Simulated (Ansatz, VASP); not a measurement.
**Cd4Se3S in VASP and in Ansatz**

File INCAR:

```
SYSTEM = Cd4Se3S
  PREC = Accurate
  ENCUT = 600
  EDIFF = 1E-6
  ISMEAR = 0
  SIGMA = 0.02
  LREAL = .False.
  LASPH = .True.
  NELM = 80
  ALGO = Normal
  ISIF = 3
  LWAVE = .False.
  LCHARG = .False.
  GGA = PE
  IBRION = 2
  NSW = 100
  EDIFFG = -0.01
```

KPOINTS

```
regular mesh
0
Gamma
  6 6 6
  0 0 0
```

The input POSCAR:

```
Cd4Se3S
1.0
    6.1279354000      0.0000000000      0.0000000000
    0.0000000000      6.1279354000      0.0000000000
    0.0000000000      0.0000000000      6.1279354000
Cd Se S
4 3 1
Direct
    0.7560960000      0.7560960000      0.2439040000
    0.7560960000      0.2439040000      0.7560960000
    0.2439040000      0.7560960000      0.7560960000
    0.2439040000      0.2439040000      0.2439040000
    0.0000000000      0.5000000000      0.5000000000
    0.5000000000      0.0000000000      0.5000000000
    0.5000000000      0.5000000000      0.0000000000
    0.0000000000      0.0000000000      0.0000000000
```

Input for Ansatz:

```yaml
crystal:
  lattice:
    - [6.1279354, 0.0, 0.0]
    - [0.0, 6.1279354, 0.0]
    - [0.0, 0.0, 6.1279354]
  atoms:
    - { symbol: Cd, position: [0.756096, 0.756096, 0.243904] }
    - { symbol: Cd, position: [0.756096, 0.243904, 0.756096] }
    - { symbol: Cd, position: [0.243904, 0.756096, 0.756096] }
    - { symbol: Cd, position: [0.243904, 0.243904, 0.243904] }
    - { symbol: Se, position: [0.0, 0.5, 0.5] }
    - { symbol: Se, position: [0.5, 0.0, 0.5] }
    - { symbol: Se, position: [0.5, 0.5, 0.0] }
    - { symbol: S, position: [0.0, 0.0, 0.0] }
basis:
  ecutwfc: 420
kpoints:
  mp_grid: { grid: [6, 6, 6] }
hamiltonian:
  xc: pbe
scf:
  occupations: { method: gaussian, width: 0.02 }
output:
  forces: true
  stress: true
  eigenvalues: true
  write_density: true
  write_potential: true
  elf: true
  volumetric_format: npy
relax:
  adjacent_minimum: "off"
  f_tol: 0.01
  max_steps: 80
  cell: { stress_tol: 0.05 }
```

Alike in both runs: task relaxation of cell and atoms; functional PBE; k mesh 6 × 6 × 6; occupations gaussian, width 0.02 eV; no spin polarisation.

```csv
,VASP,Ansatz
version,VASP 6.6.1,Ansatz 0.2.0
potentials or method,"VASP PAW PBE potentials, release 64 (Cd, Se, S), cutoff 600 eV","scalar-relativistic, plane waves, PAW"
valence electrons in the cell,72,134
```

```csv
,VASP,Ansatz,Ansatz less VASP
"gap on the k mesh at the Fermi level, each at its own relaxed structure (eV)",0.59,0.60,+0.010
relaxed volume (Å³/atom),28.90,28.76,-0.132
relaxed cell length with the largest relative difference (Å),6.137,6.128,-0.0094
```

VASP's potentials hold 72 valence electrons a cell and Ansatz's 134, so a difference there can come from the potentials and not from the codes.
